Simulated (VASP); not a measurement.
# NaI (Fm-3m) in VASP: a series of runs

Aim: see how the results for NaI move with the level of theory and the settings. Levels: LDA, PBEsol, PBE. Tasks: single point.

Program: VASP 6.6.1. These are calculated values, not measurements. Logs are shortened: lines on timing, memory, paths and dates and some standing lists are left out, and cuts for length are marked.

### Step 1. The cell of the first run

It takes space group Fm-3m (No. 225, cubic). Conventional cell: a = 6.473 Å, b = 6.473 Å, c = 6.473 Å, α = 90.00°, β = 90.00°, γ = 90.00°. Na (site symmetry m-3m) has 6 I at 3.24 Å within 4.3 Å. Within 4.3 Å of I (site symmetry m-3m) lie 6 Na at 3.24 Å.

### Step 2. Single point, LDA

The input, INCAR:

```
SYSTEM = NaI
  ALGO = Normal
  EDIFF = 1E-6
  ENCUT = 520
  GGA = CA
  ISIF = 2
  ISMEAR = -1
  LASPH = .True.
  LCHARG = .False.
  LREAL = .False.
  LWAVE = .False.
  NBANDS = 14
  NELM = 60
  PREC = Accurate
  SIGMA = 0.02
```

The input, KPOINTS:

```
k-points
0
Gamma
  8 8 8
  0 0 0
```

The input, POSCAR:

```
NaI
1.0
    0.0000000000      3.2364000000      3.2364000000
    3.2364000000      0.0000000000      3.2364000000
    3.2364000000      3.2364000000      0.0000000000
Na I
1 1
Direct
    0.0000000000      0.0000000000      0.0000000000
    0.5000000000      0.5000000000      0.5000000000
```

Potentials or basis: VASP PAW LDA potentials, release 64 (Na_pv, I).

Launch:

```bash
cat potpaw_LDA.64/Na_pv/POTCAR potpaw_LDA.64/I/POTCAR > POTCAR
mpirun -np 1 vasp_std > vasp.out
```

OUTCAR:

```text
SYSTEM = NaI
   EDIFF = 1E-6
   ENCUT = 520
   GGA = CA
   ISIF = 2
   ISMEAR = -1
   LASPH = .True.
   LREAL = .False.
   NELM = 60
   PREC = Accurate

 ion  position               nearest neighbor table
   1  0.000  0.000  0.000-
   2  0.500  0.500  0.500-

  LATTYP: Found a face centered cubic cell.
 ALAT       =     6.4728000000

  Lattice vectors:

 A1 = (   0.0000000000,   3.2364000000,   3.2364000000)
 A2 = (   3.2364000000,   0.0000000000,   3.2364000000)
 A3 = (   3.2364000000,   3.2364000000,   0.0000000000)

Analysis of symmetry for initial positions (statically):
=====================================================================
 Subroutine PRICEL returns:
 Original cell was already a primitive cell.

 Routine SETGRP: Setting up the symmetry group for a
 face centered cubic supercell.

 Subroutine GETGRP returns: Found 48 space group operations
 (whereof 48 operations were pure point group operations)
 out of a pool of 48 trial point group operations.

The static configuration has the point symmetry O_h .

Analysis of symmetry for dynamics (positions and initial velocities):
=====================================================================
 Subroutine PRICEL returns:
 Original cell was already a primitive cell.

 Routine SETGRP: Setting up the symmetry group for a
 face centered cubic supercell.

 Subroutine GETGRP returns: Found 48 space group operations
 (whereof 48 operations were pure point group operations)
 out of a pool of 48 trial point group operations.

The dynamic configuration has the point symmetry O_h .

 Subroutine INISYM returns: Found 48 space group operations
 (whereof 48 operations are pure point group operations),
 and found     1 'primitive' translations

----------------------------------------------------------------------------------------

                                     Primitive cell

  volume of cell :      67.7980

  direct lattice vectors                    reciprocal lattice vectors
     0.000000000  3.236400000  3.236400000    -0.154492646  0.154492646  0.154492646
     3.236400000  0.000000000  3.236400000     0.154492646 -0.154492646  0.154492646
     3.236400000  3.236400000  0.000000000     0.154492646  0.154492646 -0.154492646

  length of vectors
     4.576960773  4.576960773  4.576960773     0.267589113  0.267589113  0.267589113

  position of ions in fractional coordinates (direct lattice)
     0.000000000  0.000000000  0.000000000
     0.500000000  0.500000000  0.500000000

  ion indices of the primitive-cell ions
[... 85 lines left out ...]
   PSTRESS=    0.0 pullay stress
   NELECT =      14.0000    total number of electrons
   NUPDOWN=      -1.0000    fix difference up-down
   EMIN   =  10.00;   EMAX   =-10.00  energy-range for DOS
   EFERMI =   0.00;   METHOD = LEGACY
   ISMEAR =    -1;   SIGMA  =   0.02  broadening in eV -4-tet -1-fermi 0-gaus
   EFERMI_NEDOS =   21; number of points for ismear=-14 and -15
   IALGO  =     38    algorithm
   IMIX   =      4    mixing-type and parameters
     AMIX     =   0.40;   BMIX     =  1.00
     AMIX_MAG =   1.60;   BMIX_MAG =  1.00
  volume/ion in A,a.u.               =      33.90       228.76
  Fermi-wavevector in a.u.,A,eV,Ry     =   0.967636  1.828567 12.739397  0.936319
  Thomas-Fermi vector in A             =   2.097538
   LORBIT       =      0    0 simple, 1 ext, 2 COOP (PROOUT), +10 PAW based schemes
   GGA     = CA    functional components
   LHFCALC =     F    Hartree Fock is set to
   AEXX    =    0.0000 exact exchange contribution
   IVDW    =     0    specifies the selected vdW correction
   LEPSILON=     F    determine dielectric tensor
   LRPA    =     F    only Hartree local field effects (RPA)
 non-spin polarized calculation
  energy-cutoff  :      520.00
  volume of cell :       67.80
 maximum number of plane-waves:      1850
 NGX is ok and might be reduce to    36
   NGX = 17   NGY = 17   NGZ = 17

 number of electron      14.0000001 magnetization

 Free energy of the ion-electron system (eV)
  ---------------------------------------------------
  ext. energy  EPLUGINS =         0.00000000
  ---------------------------------------------------
  free energy    TOTEN  =        -5.98187035 eV

  energy without entropy =       -5.98187035  energy(sigma->0) =       -5.98187035

 E-fermi :   1.0194     XC(G=0):  -8.1000

 val. band max:        0.6188492545   @ k =   0.0000   0.0000   0.0000
 cond. band min:       3.9642782695   @ k =   0.0000   0.0000   0.0000
 fundamental gap:      3.3454290150
 Fermi energy:         1.0193979338

 k-point     1 :       0.0000    0.0000    0.0000
  band No.  band energies     occupation
      1     -21.7683      2.00000
      2     -21.7683      2.00000
      3     -21.7683      2.00000
      4     -10.4648      2.00000
      5       0.6188      2.00000
      6       0.6188      2.00000
      7       0.6188      2.00000
      8       3.9643      0.00000
      9       8.4158      0.00000
     10       8.4158      0.00000
     11       8.4158      0.00000
     12      10.2850      0.00000
     13      10.2850      0.00000
     14      10.8112      0.00000
[... 377 lines left out ...]
      1     -21.7729      2.00000
      2     -21.7700      2.00000
      3     -21.7692      2.00000
      4     -10.1053      2.00000
      5      -1.3468      2.00000
      6      -0.3219      2.00000
      7       0.1199      2.00000
      8       6.5440      0.00000
      9       6.7162      0.00000
     10       8.7078      0.00000
     11       8.7131      0.00000
     12      10.9261      0.00000
     13      11.8275      0.00000
     14      13.1163      0.00000

 [... further k-points ...]

------------------------ aborting loop because EDIFF is reached ----------------------------------------

  FORCE on cell =-STRESS in cart. coord.  units (eV):
  Direction    XX          YY          ZZ          XY          YZ          ZX
  --------------------------------------------------------------------------------------
  -------------------------------------------------------------------------------------
  Total       -0.6840386     -0.6840386     -0.6840386      0.0000000      0.0000000     -0.0000000
  in kB      -16.1649591    -16.1649591    -16.1649591      0.0000000      0.0000000     -0.0000000
  external PRESSURE =     -16.1649591 kB  Pullay stress =       0.0000000 kB

 VOLUME and BASIS-vectors are now :
 -----------------------------------------------------------------------------
  energy-cutoff  :      520.00
  volume of cell :       67.80
      direct lattice vectors                 reciprocal lattice vectors
     0.000000000  3.236400000  3.236400000    -0.154492646  0.154492646  0.154492646
     3.236400000  0.000000000  3.236400000     0.154492646 -0.154492646  0.154492646
     3.236400000  3.236400000  0.000000000     0.154492646  0.154492646 -0.154492646

 POSITION                                       TOTAL-FORCE (eV/Angst)
 -----------------------------------------------------------------------------------
      0.00000      0.00000      0.00000        -0.000000      0.000000     -0.000000
      3.23640      3.23640      3.23640         0.000000      0.000000      0.000000
 -----------------------------------------------------------------------------------
    total drift:                                0.000000      0.000000      0.000000

  FREE ENERGIE OF THE ION-ELECTRON SYSTEM (eV)
  ---------------------------------------------------
  free  energy   TOTEN  =        -5.9818703541 eV

  energy  without entropy=       -5.9818703541  energy(sigma->0) =       -5.98187035
```

It took 11 s on 1 thread of Intel Xeon Platinum 8488C (Sapphire Rapids), shared host; peak memory 0.18 GiB.

Results:

* Free energy: -5.9819 eV
* Pressure: -1.6 GPa
* Band gap on the k mesh: 3.35 eV

Levels at points of the mesh, in eV from the valence-band top:
| k point | band 3 | band 4 | band 5 | band 6 | band 7 | band 8 | band 9 | band 10 | band 11 | band 12 |
| --- | --- | --- | --- | --- | --- | --- | --- | --- | --- | --- |
| (0.00, 0.00, 0.00) | -22.39 | -11.08 | 0.00 | 0.00 | 0.00 | 3.35 | 7.80 | 7.80 | 7.80 | 9.67 |
| (0.50, 0.00, 0.00) | -22.39 | -10.77 | -2.25 | -0.29 | -0.29 | 4.86 | 7.28 | 7.28 | 8.47 | 10.05 |
| (0.50, 0.50, 0.00) | -22.39 | -10.69 | -1.95 | -0.76 | -0.76 | 4.26 | 5.38 | 9.61 | 11.02 | 11.02 |

Caveat: spin-orbit coupling is left out, which moves the levels of the heavy elements. As with any semilocal functional, this LDA gap is likely too small.

### Step 3. Single point, PBEsol

The input, INCAR:

```
PREC = Accurate
ENCUT = 520
EDIFF = 1E-6
ISMEAR = -1
SIGMA = 0.02
LREAL = False
LASPH = True
NELM = 100
ALGO = Normal
ISIF = 2
LWAVE = False
LCHARG = False
GGA = PS
NBANDS = 14
```

The input, KPOINTS:

```
Automatic mesh
0
Gamma
  8 8 8
```

POSCAR is that of step 2.

Potentials or basis: VASP PAW PBE potentials, release 64 (Na_pv, I).

Launch:

```bash
cat potpaw_PBE.64/Na_pv/POTCAR potpaw_PBE.64/I/POTCAR > POTCAR
mpirun -np 1 vasp_std > vasp.out
```

It took 13 s on 1 thread of Intel Xeon Platinum 8488C (Sapphire Rapids), shared host; peak memory 0.21 GiB.

It converged, with:

| Property | Result |
| --- | --- |
| Free energy | -5.6668 eV |
| Pressure | -0.5 GPa |
| Band gap on the k mesh | 3.51 eV |

Levels at points of the mesh, in eV from the valence-band top:
```tsv
k point	band 3	band 4	band 5	band 6	band 7	band 8	band 9	band 10	band 11	band 12
(0.00, 0.00, 0.00)	-22.24	-11.06	0.00	0.00	0.00	3.51	7.85	7.85	7.85	9.72
(0.50, 0.00, 0.00)	-22.24	-10.74	-2.22	-0.29	-0.29	4.95	7.37	7.37	8.70	10.15
(0.50, 0.50, 0.00)	-22.25	-10.66	-1.94	-0.76	-0.76	4.44	5.42	9.71	11.20	11.20
```

Caveat: the PAW data sets were made with another functional, which shifts forces and pressure a little; spin-orbit coupling is left out, which moves the levels of the heavy elements. Expect the measured gap to be larger: semilocal functionals such as PBEsol lack the derivative discontinuity.

### Step 4. Single point, PBE

The input, INCAR:

```
PREC = Accurate
ENCUT = 520
EDIFF = 1E-6
ISMEAR = -1
SIGMA = 0.02
LREAL = F
LASPH = T
NELM = 80
ALGO = Normal
ISIF = 2
LWAVE = F
LCHARG = F
GGA = PE
NBANDS = 14
```

KPOINTS is that of step 3.

POSCAR is that of step 3.

Launch:

```bash
cat potpaw_PBE.64/Na_pv/POTCAR potpaw_PBE.64/I/POTCAR > POTCAR
mpirun -np 1 vasp_std > vasp.out
```

Wall time 12 s (1 thread of Intel Xeon Platinum 8488C (Sapphire Rapids), shared host); peak memory 0.21 GiB.

Results (log left out):

```yaml
Free_energy: -5.3851 eV
Pressure: 0.4 GPa
Band_gap_on_the_k_mesh: 3.64 eV
```

Levels at points of the mesh, in eV from the valence-band top:
| k point | band 3 | band 4 | band 5 | band 6 | band 7 | band 8 | band 9 | band 10 | band 11 | band 12 |
| --- | --- | --- | --- | --- | --- | --- | --- | --- | --- | --- |
| (0.00, 0.00, 0.00) | -22.44 | -11.02 | 0.00 | 0.00 | 0.00 | 3.64 | 7.93 | 7.93 | 7.93 | 9.75 |
| (0.50, 0.00, 0.00) | -22.44 | -10.70 | -2.18 | -0.28 | -0.28 | 5.09 | 7.44 | 7.44 | 8.73 | 10.31 |
| (0.50, 0.50, 0.00) | -22.44 | -10.63 | -1.90 | -0.74 | -0.74 | 4.49 | 5.55 | 9.87 | 11.30 | 11.30 |

Caveat: spin-orbit coupling is left out, which moves the levels of the heavy elements.

### Step 5. Single point, PBE

The input, INCAR:

```
SYSTEM = NaI
ALGO     = Normal         ! electronic algorithm
EDIFF    = 1E-6           ! SCF threshold, eV
ENCUT    = 520            ! plane-wave cutoff, eV
GGA      = PE             ! functional
ISIF     = 2              ! what is computed and relaxed
ISMEAR   = -1             ! smearing method
LASPH    = .True.         ! aspherical terms in the spheres
LCHARG   = .False.        ! write CHGCAR
LREAL    = .False.        ! projectors in reciprocal space
LWAVE    = .False.        ! write WAVECAR
NBANDS   = 14             ! bands
NELM     = 60             ! most SCF steps
PREC     = Accurate       ! precision mode
SIGMA    = 0.02           ! smearing width, eV
```

The input, KPOINTS:

```
k-points
0
Gamma
  8 8 8
  0 0 0
```

POSCAR is that of step 4.

Launch:

```bash
cat potpaw_PBE.64/Na_pv/POTCAR potpaw_PBE.64/I/POTCAR > POTCAR
mpirun -np 1 vasp_std > vasp.out
```

Wall time 12 s (1 thread of Intel Xeon Platinum 8488C (Sapphire Rapids), shared host); peak memory 0.21 GiB.

The run converged. Its results:

* Free energy: -5.3851 eV
* Pressure: 0.4 GPa
* Band gap on the k mesh: 3.64 eV

Levels at points of the mesh, in eV from the valence-band top:
```
           k point  band 5  band 6  band 7  band 8  band 9  band 10
(0.00, 0.00, 0.00)    0.00    0.00    0.00    3.64    7.93     7.93
(0.50, 0.00, 0.00)   -2.18   -0.28   -0.28    5.09    7.44     7.44
(0.50, 0.50, 0.00)   -1.90   -0.74   -0.74    4.49    5.55     9.87
```

Caveat: spin-orbit coupling is left out, which moves the levels of the heavy elements.

[end of part 1 of 2]
